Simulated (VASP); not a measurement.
# Sb3Pd (P6_3/mmc) in VASP: a series of runs, part 2 of 2

VASP 6.6.1.

## (4) Relaxation of cell and atoms, PBE

This run uses another cell than the first one, of 24.81 Å³/atom.

INCAR reads:

```
SYSTEM = Sb3Pd
PREC = Accurate ; ENCUT = 600
EDIFF = 1E-6 ; ISMEAR = 0
SIGMA = 0.1 ; LREAL = .FALSE.
LASPH = .TRUE. ; NELM = 100
ALGO = Normal ; ISIF = 3
LWAVE = .FALSE. ; LCHARG = .FALSE.
GGA = PE ; IBRION = 2
NSW = 90 ; EDIFFG = -0.04
```

KPOINTS reads:

```
Automatic mesh
0
G
  3 3 4
  0 0 0
```

POSCAR reads:

```
Sb3Pd
1.0
    6.5851807155      0.0000000000      0.0000000000
   -3.2925903578      5.7029337882      0.0000000000
    0.0000000000      0.0000000000      5.2856235670
Sb Pd
6 2
Direct
    0.8330000000      0.6660000000      0.2500000000
    0.1670000000      0.8330000000      0.7500000000
    0.3340000000      0.1670000000      0.2500000000
    0.1670000000      0.3340000000      0.7500000000
    0.8330000000      0.1670000000      0.2500000000
    0.6660000000      0.8330000000      0.7500000000
    0.3333333333      0.6666666667      0.2500000000
    0.6666666667      0.3333333333      0.7500000000
```

The run is started by

```console
$ cat potpaw_PBE.64/Sb/POTCAR potpaw_PBE.64/Pd/POTCAR > POTCAR
$ mpirun -np 1 vasp_std > vasp.out
```

Run time: 12 min. Hardware: 1 thread of Intel Xeon 6975P-C (Granite Rapids), shared host; peak memory 0.39 GiB.

Results (log left out):

```
Free energy                           : -34.3330 eV
Relaxed volume                        : 24.17 Å³/atom
Relaxed cell                          : a = 6.145 Å, b = 6.145 Å, c = 5.915 Å, α = 90.00°, β = 90.00°, γ = 120.00°
Space group after relaxing (to 0.1 Å) : P6_3/mmc (No. 194)
Energy gained by relaxing             : 75.8 meV/atom
Ionic steps                           : 30
Pressure after relaxing               : 0.1 GPa
Largest force after relaxing          : 0.014 eV/Å
Band gap on the k mesh                : zero (bands 25 and 26 overlap by 1.11 eV)
```

Forces in eV/Å, atoms in the order of the input:
```
Sb   0.000 -0.014  0.000
Sb   0.012 -0.007  0.000
Sb   0.012  0.007  0.000
Sb   0.000  0.014  0.000
Sb  -0.012  0.007  0.000
Sb  -0.012 -0.007  0.000
Pd   0.000  0.000  0.000
Pd   0.000  0.000  0.000
```

Stress tensor (GPa, compression positive):
```
 0.20  0.00  0.00
 0.00  0.20  0.00
 0.00  0.00 -0.20
```

Step by step:
```tsv
step	energy change (eV)	largest force (eV/Å)	pressure (GPa)	volume (Å³)
1	0.0000	0.8374	-2.48	198.50
2	-0.2785	0.5701	1.07	187.66
3	-0.2922	0.4523	2.35	184.87
4	-0.4188	0.0827	1.46	188.54
5	-0.4194	0.1282	1.43	188.84
6	-0.4261	0.0590	-1.05	194.85
7	-0.4359	0.0196	0.00	192.18
8	-0.4359	0.0174	-0.04	192.24
9	-0.4376	0.0323	-0.06	192.30
10	-0.4437	0.0771	-0.11	192.48
11	-0.4588	0.1635	-0.19	192.77
12	-0.5160	0.4011	-0.23	193.18
13	-0.4576	0.5743	1.40	193.26
14	-0.5365	0.4943	0.02	193.30
15	-0.5391	0.5260	0.20	193.33
16	-0.5393	0.5262	0.20	193.34
17	-0.5398	0.5269	0.21	193.37
18	-0.5406	0.5275	0.24	193.43
19	-0.5408	0.5275	0.30	193.55
20	-0.5422	0.5217	0.28	193.57
21	-0.5462	0.5044	0.23	193.64
22	-0.5538	0.4695	0.16	193.77
23	-0.5671	0.4004	0.02	194.03
24	-0.5868	0.2656	-0.24	194.56
25	-0.5997	0.0080	-0.67	195.61
26	-0.6000	0.0395	-0.62	195.48
27	-0.6027	0.0256	-0.40	194.84
28	-0.6053	0.0021	0.03	193.60
29	-0.6054	0.0075	0.11	193.37
30	-0.6061	0.0142	0.07	193.39
```

Final structure:
```
Sb Pd
1.0
     6.14464    0.00000    0.00000
    -3.07232    5.32141    0.00000
     0.00000    0.00000    5.91452
Sb Pd
6 2
Direct
  0.83214 0.66428 0.25000
  0.16786 0.83214 0.75000
  0.33572 0.16786 0.25000
  0.16786 0.33572 0.75000
  0.83214 0.16786 0.25000
  0.66428 0.83214 0.75000
  0.33333 0.66667 0.25000
  0.66667 0.33333 0.75000
```

Levels at points of the mesh, in eV from the Fermi level:
```
           k point  band 21  band 22  band 23  band 24  band 25  band 26  band 27  band 28  band 29  band 30
(0.00, 0.00, 0.00)    -1.89    -1.89    -1.67    -0.81    -0.81    -0.03     0.50     1.15     1.70     1.70
(0.00, 0.00, 0.50)    -1.84    -1.84    -1.49    -1.49     0.50     0.50     1.48     1.48     1.48     1.48
```

Caveat: the k points lie up to 0.39 Å⁻¹ apart in the final cell, too coarse for converged energies and pressures of a metal; spin-orbit coupling is left out, which moves the levels of the heavy elements.

## (5) Single point, PBE

This run uses another cell than the first one, of 26.19 Å³/atom.

INCAR reads:

```
  ALGO = Normal
  EDIFF = 1E-7
  ENCUT = 520
  GGA = PE
  ISIF = 2
  ISMEAR = 0
  LASPH = T
  LCHARG = F
  LREAL = F
  LWAVE = F
  NBANDS = 35
  NELM = 60
  PREC = Accurate
  SIGMA = 0.1
```

KPOINTS reads:

```
k-points
0
Gamma
  6 6 10
```

POSCAR reads:

```
Sb3Pd
1.0
    8.2128573203      0.0000000000      0.0000000000
   -4.1064286601      7.1125430770      0.0000000000
    0.0000000000      0.0000000000      3.5864805721
Sb Pd
6 2
Direct
    0.8151884246      0.6303768493      0.2500000000
    0.1848115754      0.8151884246      0.7500000000
    0.3696231507      0.1848115754      0.2500000000
    0.1848115754      0.3696231507      0.7500000000
    0.8151884246      0.1848115754      0.2500000000
    0.6303768493      0.8151884246      0.7500000000
    0.3333333333      0.6666666667      0.2500000000
    0.6666666667      0.3333333333      0.7500000000
```

The run is started by

```console
$ cat potpaw_PBE.64/Sb/POTCAR potpaw_PBE.64/Pd/POTCAR > POTCAR
$ mpirun -np 1 vasp_std > vasp.out
```

Wall time 3 min (1 thread of Intel Xeon 6975P-C (Granite Rapids), shared host); peak memory 0.48 GiB.

The run converged. Its results:

```yaml
Free_energy: -35.6459 eV
Pressure: -0.1 GPa
Largest_force: 0.005 eV/Å
Band_gap_on_the_k_mesh: zero (bands 25 and 26 overlap by 1.71 eV)
```

Forces on the atoms (eV/Å):
```
Sb   0.000 -0.005  0.000
Sb   0.005 -0.003  0.000
Sb   0.005  0.003  0.000
Sb   0.000  0.005  0.000
Sb  -0.005  0.003  0.000
Sb  -0.005 -0.003  0.000
Pd   0.000  0.000  0.000
Pd   0.000  0.000  0.000
```

Levels at points of the mesh, in eV from the Fermi level:
```
           k point  band 21  band 22  band 23  band 24  band 25  band 26  band 27  band 28  band 29  band 30
(0.00, 0.00, 0.00)    -0.50    -0.50    -0.27    -0.22     0.22     0.22     1.81     1.81     2.62     2.62
(0.50, 0.00, 0.00)    -1.89    -0.75     0.51     0.63     0.75     0.75     1.81     1.98     2.25     2.91
(0.00, 0.00, 0.50)    -2.62    -2.62    -1.78    -1.78     0.01     0.01     1.73     1.73     1.73     1.73
(0.50, 0.00, 0.50)    -2.22    -2.22    -0.82    -0.82    -0.69    -0.69     0.32     0.32     0.95     0.95
```

Caveat: spin-orbit coupling is left out, which moves the levels of the heavy elements.

## (6) Summary

```tsv
task	cell	k mesh	cutoff (eV)	gap on the mesh (eV)	pressure (GPa)	largest force (eV/Å)
single point	a = 8.323, b = 8.323, c = 3.502 Å, angles 90.0, 90.0, 120.0°, 8 atoms, atomic positions A	3 × 3 × 4	520	none	-0.1	0.01
single point	a = 8.303, b = 8.303, c = 3.496 Å, angles 90.0, 90.0, 120.0°, 8 atoms, atomic positions B	3 × 3 × 6	520	none	-0.3	-
relaxation of cell and atoms	relaxed from a = 6.585, b = 6.585, c = 5.286 Å, angles 90.0, 90.0, 120.0°, 8 atoms, atomic positions C	3 × 3 × 4	600	none	0.1	0.01
single point	a = 8.213, b = 8.213, c = 3.586 Å, angles 90.0, 90.0, 120.0°, 8 atoms, atomic positions A	6 × 6 × 10	520	none	-0.1	0.01
```

Alike in all rows: level PBE; potentials or basis VASP PAW PBE potentials, release 64 (Sb, Pd); no spin polarisation; smearing gaussian 0.1 eV.

Caveats: some runs use coarse meshes; spin-orbit coupling is left out, which moves the levels of the heavy elements.

Absolute energies hang on the potentials; compare differences alone.
